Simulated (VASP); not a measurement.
# H2ClF in VASP: single point with r2SCAN+D3(BJ)

Aim: the single point of H2ClF with r2SCAN+D3(BJ).

All numbers are computed with VASP 6.6.1; they aren't measurements. Logs are shortened: lines on timing, memory, paths and dates and some standing lists are left out, and cuts for length are marked.

## Step 1: The cell of the first run

The cell holds a disordered packing, 12 atoms: a = 6.122 Å, b = 6.122 Å, c = 6.122 Å, α = 90.00°, β = 90.00°, γ = 90.00°.

## Step 2: Single point, r2SCAN+D3(BJ)

Contents of POSCAR:

```
H2ClF
1.0
    6.1224830000      0.0000000000      0.0000000000
    0.0000000000      6.1224830000      0.0000000000
    0.0000000000      0.0000000000      6.1224830000
F H Cl
3 6 3
Direct
    0.6589646717      0.1117683789      0.2047045292
    0.9700639430      0.2031202047      0.9025259850
    0.4820266549      0.7584831187      0.3028183173
    0.6200588879      0.2147658066      0.0922501541
    1.0582961194      0.0800002221      0.8778464554
    0.5476209571      0.8962213533      0.2486082852
    0.9776915673      0.7541548094      0.2516462684
    0.5129454831      0.5956896900      1.0710850483
    0.0873011816      0.1971095714      0.1857416346
    1.0181653424      0.6735829238      0.0641079771
    0.4959589108      0.4493765030      0.9077689558
    0.1500534995      0.2183917865      0.3829982051
```

Contents of INCAR.step1:

```
SYSTEM = H2ClF
PREC = Accurate
ENCUT = 1110
ISMEAR = -1
SIGMA = 0.05
LREAL = .FALSE.
LASPH = .TRUE.
NELM = 120
NBANDS = 36
GGA = PE
ALGO = Normal
EDIFF = 1E-5
LWAVE = .TRUE.
LCHARG = .FALSE.
GGA_COMPAT = .FALSE.
```

Contents of INCAR.step2:

```
SYSTEM = H2ClF
PREC = Accurate
ENCUT = 1110
EDIFF = 1E-6
ISMEAR = -1
SIGMA = 0.05
LREAL = .FALSE.
LASPH = .TRUE.
NELM = 120
ALGO = Normal
ISIF = 2
LWAVE = .FALSE.
LCHARG = .FALSE.
METAGGA = R2SCAN
LMIXTAU = .TRUE.
IVDW = 12
VDW_S6 = 1.0
VDW_S8 = 0.78981345
VDW_A1 = 0.49484001
VDW_A2 = 5.73083694
NBANDS = 36
ISTART = 1
GGA_COMPAT = .FALSE.
```

Contents of KPOINTS:

```
Automatic mesh
0
G
  1 1 1
  0 0 0
```

Potentials or basis: VASP PAW PBE potentials, release 64 (F_h, H_h, Cl).

Command:

```sh
$ cat potpaw_PBE.64/F_h/POTCAR potpaw_PBE.64/H_h/POTCAR potpaw_PBE.64/Cl/POTCAR > POTCAR
$ cp INCAR.step1 INCAR
$ mpirun -np 1 vasp_gam > vasp.out
$ cp INCAR.step2 INCAR
$ mpirun -np 1 vasp_gam > vasp.out
```

OUTCAR:

```text
SYSTEM = H2ClF
   PREC = Accurate
   ENCUT = 1110
   EDIFF = 1E-6
   ISMEAR = -1
   LREAL = .FALSE.
   LASPH = .TRUE.
   NELM = 120
   ISIF = 2
   METAGGA = R2SCAN
   IVDW = 12
   ISTART = 1
 IVDW          = 12

 ion  position               nearest neighbor table
   1  0.659  0.112  0.205-   4 0.96
   2  0.970  0.203  0.903-   5 0.94
   3  0.482  0.758  0.303-   6 0.99
   4  0.620  0.215  0.092-   1 0.96
   5  0.058  0.080  0.878-   2 0.94
   6  0.548  0.896  0.249-   3 0.99
   7  0.978  0.754  0.252-  10 1.27
   8  0.513  0.596  0.071-  11 1.35
   9  0.087  0.197  0.186-  12 1.27
  10  0.018  0.674  0.064-   7 1.27
  11  0.496  0.449  0.908-   8 1.35
  12  0.150  0.218  0.383-   9 1.27

  LATTYP: Found a simple cubic cell.
 ALAT       =     6.1224830000

  Lattice vectors:

 A1 = (   6.1224830000,   0.0000000000,   0.0000000000)
 A2 = (   0.0000000000,   6.1224830000,   0.0000000000)
 A3 = (   0.0000000000,   0.0000000000,   6.1224830000)

Analysis of symmetry for initial positions (statically):
=====================================================================
 Subroutine PRICEL returns:
 Original cell was already a primitive cell.

 Routine SETGRP: Setting up the symmetry group for a
 simple cubic supercell.

 Subroutine GETGRP returns: Found  1 space group operations
 (whereof  1 operations were pure point group operations)
 out of a pool of 48 trial point group operations.

The static configuration has the point symmetry C_1 .

Analysis of symmetry for dynamics (positions and initial velocities):
=====================================================================
 Subroutine PRICEL returns:
 Original cell was already a primitive cell.

 Routine SETGRP: Setting up the symmetry group for a
 simple cubic supercell.

 Subroutine GETGRP returns: Found  1 space group operations
 (whereof  1 operations were pure point group operations)
 out of a pool of 48 trial point group operations.

The dynamic configuration has the point symmetry C_1 .

 Subroutine INISYM returns: Found  1 space group operations
 (whereof  1 operations are pure point group operations),
 and found     1 'primitive' translations

----------------------------------------------------------------------------------------

                                     Primitive cell

  volume of cell :     229.5000

  direct lattice vectors                    reciprocal lattice vectors
     6.122483000  0.000000000  0.000000000     0.163332426  0.000000000  0.000000000
     0.000000000  6.122483000  0.000000000     0.000000000  0.163332426  0.000000000
     0.000000000  0.000000000  6.122483000     0.000000000  0.000000000  0.163332426

  length of vectors
     6.122483000  6.122483000  6.122483000     0.163332426  0.163332426  0.163332426

  position of ions in fractional coordinates (direct lattice)
     0.658964672  0.111768379  0.204704529
     0.970063943  0.203120205  0.902525985
     0.482026655  0.758483119  0.302818317
     0.620058888  0.214765807  0.092250154
     0.058296119  0.080000222  0.877846455
     0.547620957  0.896221353  0.248608285
     0.977691567  0.754154809  0.251646268
     0.512945483  0.595689690  0.071085048
     0.087301182  0.197109571  0.185741635
     0.018165342  0.673582924  0.064107977
     0.495958911  0.449376503  0.907768956
     0.150053499  0.218391786  0.382998205

  ion indices of the primitive-cell ions
   primitive index   ion index
                 1           1
                 2           2
                 3           3
                 4           4
                 5           5
                 6           6
                 7           7
                 8           8
                 9           9
                10          10
                11          11
                12          12

----------------------------------------------------------------------------------------

 KPOINTS: Automatic mesh

Automatic generation of k-mesh.
 Grid dimensions read from file:
 generate k-points for:    1    1    1

 Generating k-lattice:

  Cartesian coordinates                     Fractional coordinates (reciprocal lattice)
     0.163332426  0.000000000  0.000000000     1.000000000  0.000000000  0.000000000
     0.000000000  0.163332426  0.000000000     0.000000000  1.000000000  0.000000000
     0.000000000  0.000000000  0.163332426     0.000000000  0.000000000  1.000000000

  Length of vectors
     0.163332426  0.163332426  0.163332426

  Shift w.r.t. Gamma in fractional coordinates (k-lattice)
     0.000000000  0.000000000  0.000000000

 Subroutine IBZKPT returns following result:
 ===========================================

 Found      1 irreducible k-points:

 Following reciprocal coordinates:
            Coordinates               Weight
  0.000000  0.000000  0.000000      1.000000
   k-points           NKPTS =      1   k-points in BZ     NKDIM =      1   number of bands    NBANDS=     36
   number of dos      NEDOS =    301   number of ions     NIONS =     12
   total plane-waves  NPLWV = 343000
   dimension x,y,z NGX =    70 NGY =   70 NGZ =   70
   dimension x,y,z NGXF=   140 NGYF=  140 NGZF=  140
   ions per type =               3   6   3
   NGX,Y,Z   is equivalent  to a cutoff of  19.01, 19.01, 19.01 a.u.
   NGXF,Y,Z  is equivalent  to a cutoff of  38.01, 38.01, 38.01 a.u.
 SYSTEM =  H2ClF
   PREC   = accura    normal or accurate (medium, high low for compatibility)
   ISTART =      1    job   : 0-new  1-cont  2-samecut
   ICHARG =      0    charge: 1-file 2-atom 10-const
   ISPIN  =      1    spin polarized calculation?
   LNONCOLLINEAR =      F non collinear calculations
   LSORBIT =      F    spin-orbit coupling
   LASPH  =      T    aspherical Exc in radial PAW
   ENCUT  = 1110.0 eV  81.58 Ry    9.03 a.u.  16.63 16.63 16.63*2*pi/ulx,y,z
   NELM   =    120;   NELMIN=  2; NELMDL=  0     # of ELM steps
   EDIFF  = 0.1E-05   stopping-criterion for ELM
   LREAL  =      F    real-space projection
   EDIFFG = 0.1E-04   stopping-criterion for IOM
   NSW    =      0    number of steps for IOM
   IBRION =     -1    ionic relax: 0-MD 1-quasi-New 2-CG
   NFREE  =      0    steps in history (QN), initial steepest desc. (CG)
   ISIF   =      2    stress and relaxation
   ISYM   =      2    0-nonsym 1-usesym 2-fastsym
   POTIM  = 0.5000    time-step for ionic-motion
   TEBEG  =    0.0;   TEEND  =   0.0 temperature during run
   PSTRESS=    0.0 pullay stress
   NELECT =      48.0000    total number of electrons
   NUPDOWN=      -1.0000    fix difference up-down
   EMIN   =  10.00;   EMAX   =-10.00  energy-range for DOS
   EFERMI =   0.00;   METHOD = LEGACY
   ISMEAR =    -1;   SIGMA  =   0.05  broadening in eV -4-tet -1-fermi 0-gaus
   EFERMI_NEDOS =   21; number of points for ismear=-14 and -15
   IALGO  =     38    algorithm
   IMIX   =      4    mixing-type and parameters
     AMIX     =   0.40;   BMIX     =  1.00
     AMIX_MAG =   1.60;   BMIX_MAG =  1.00
  volume/ion in A,a.u.               =      19.13       129.06
  Fermi-wavevector in a.u.,A,eV,Ry     =   0.971764  1.836368 12.848336  0.944326
  Thomas-Fermi vector in A             =   2.102008
   LORBIT       =      0    0 simple, 1 ext, 2 COOP (PROOUT), +10 PAW based schemes
   METAGGA = R2SCAN    functional components
   LHFCALC =     F    Hartree Fock is set to
   AEXX    =    0.0000 exact exchange contribution
   IVDW    =    12    specifies the selected vdW correction
   LEPSILON=     F    determine dielectric tensor
   LRPA    =     F    only Hartree local field effects (RPA)
 non-spin polarized calculation
  energy-cutoff  :     1110.00
  volume of cell :      229.50
 maximum number of plane-waves:      9655
 NGX is ok and might be reduce to    70
   NGX = 33   NGY = 33   NGZ = 33

 number of electron      48.0000003 magnetization

 Free energy of the ion-electron system (eV)
  ---------------------------------------------------
  ext. energy  EPLUGINS =         0.00000000
  ---------------------------------------------------
  free energy    TOTEN  =       -60.36022713 eV

  energy without entropy =      -60.36022713  energy(sigma->0) =      -60.36022713

 E-fermi :  -2.8861     XC(G=0):  -6.2853

 val. band max:       -4.1133414144   @ k =   0.0000   0.0000   0.0000
 cond. band min:       1.8883029094   @ k =   0.0000   0.0000   0.0000
 fundamental gap:      6.0016443239
 Fermi energy:        -2.8861027864

 k-point     1 :       0.0000    0.0000    0.0000
  band No.  band energies     occupation
      1     -28.6226      2.00000
      2     -28.4931      2.00000
      3     -27.5638      2.00000
      4     -18.6876      2.00000
      5     -18.4266      2.00000
      6     -18.1316      2.00000
[... 28 lines left out ...]
     35       7.6997      0.00000
     36       8.0561      0.00000

------------------------ aborting loop because EDIFF is reached ----------------------------------------

 Edisp (eV)   -0.26035

 E8    (eV) :    -0.0510

  FORCE on cell =-STRESS in cart. coord.  units (eV):
  Direction    XX          YY          ZZ          XY          YZ          ZX
  --------------------------------------------------------------------------------------
  -------------------------------------------------------------------------------------
  Total       0.58278    -1.50062     0.67320    -0.41796     0.28605     0.43036
  in kB       4.06849   -10.47610     4.69974    -2.91782     1.99694     3.00442
  external pressure =       -0.57 kB  Pullay stress =        0.00 kB

 VOLUME and BASIS-vectors are now :
 -----------------------------------------------------------------------------
  energy-cutoff  :     1110.00
  volume of cell :      229.50
      direct lattice vectors                 reciprocal lattice vectors
     6.122483000  0.000000000  0.000000000     0.163332426  0.000000000  0.000000000
     0.000000000  6.122483000  0.000000000     0.000000000  0.163332426  0.000000000
     0.000000000  0.000000000  6.122483000     0.000000000  0.000000000  0.163332426

 POSITION                                       TOTAL-FORCE (eV/Angst)
 -----------------------------------------------------------------------------------
      4.03450      0.68430      1.25330         0.021865     -0.051800     -0.173568
      5.93920      1.24360      5.52570         0.446285     -0.706910     -0.250934
      2.95120      4.64380      1.85400         0.781300      1.082558     -0.809731
      3.79630      1.31490      0.56480        -0.063534     -0.067107      0.165666
      0.35692      0.48980      5.37460        -0.544791      0.366122     -0.098235
      3.35280      5.48710      1.52210        -0.674545     -0.978367      0.711369
      5.98590      4.61730      1.54070         0.035497      0.109641      0.150043
      3.14050      3.64710      0.43522        -0.263400     -0.652075     -0.422439
      0.53450      1.20680      1.13720        -0.183565      0.161205     -0.152686
      0.11122      4.12400      0.39250        -0.110222      0.291573     -0.076542
      3.03650      2.75130      5.55780         0.209461      0.465790      0.465659
      0.91870      1.33710      2.34490         0.345648     -0.020630      0.491398
 -----------------------------------------------------------------------------------
    total drift:                                0.000278      0.000050      0.000421

  FREE ENERGIE OF THE ION-ELECTRON SYSTEM (eV)
  ---------------------------------------------------
  free  energy   TOTEN  =       -60.6205798952 eV

  energy  without entropy=      -60.6205798951  energy(sigma->0) =      -60.62057990
```

It took 1.8 min on 1 thread of AMD EPYC 9R45 (Zen 5), shared host; peak memory 0.73 GiB.

Results:

```
Free energy                : -60.6206 eV
Pressure                   : -0.1 GPa
Largest force              : 1.561 eV/Å
Dispersion energy per atom : -0.022 eV
```

Forces in eV/Å, atoms in the order of the input:
```
F    0.022 -0.052 -0.174
F    0.446 -0.707 -0.251
F    0.781  1.083 -0.810
H   -0.064 -0.067  0.166
H   -0.545  0.366 -0.098
H   -0.675 -0.978  0.711
H    0.035  0.110  0.150
H   -0.263 -0.652 -0.422
H   -0.184  0.161 -0.153
Cl  -0.110  0.292 -0.077
Cl   0.209  0.466  0.466
Cl   0.346 -0.021  0.491
```

Caveat: the k points lie up to 1.03 Å⁻¹ apart, too coarse for converged energies, forces and pressures; the PAW data sets were made with another functional, which shifts forces and pressure a little.
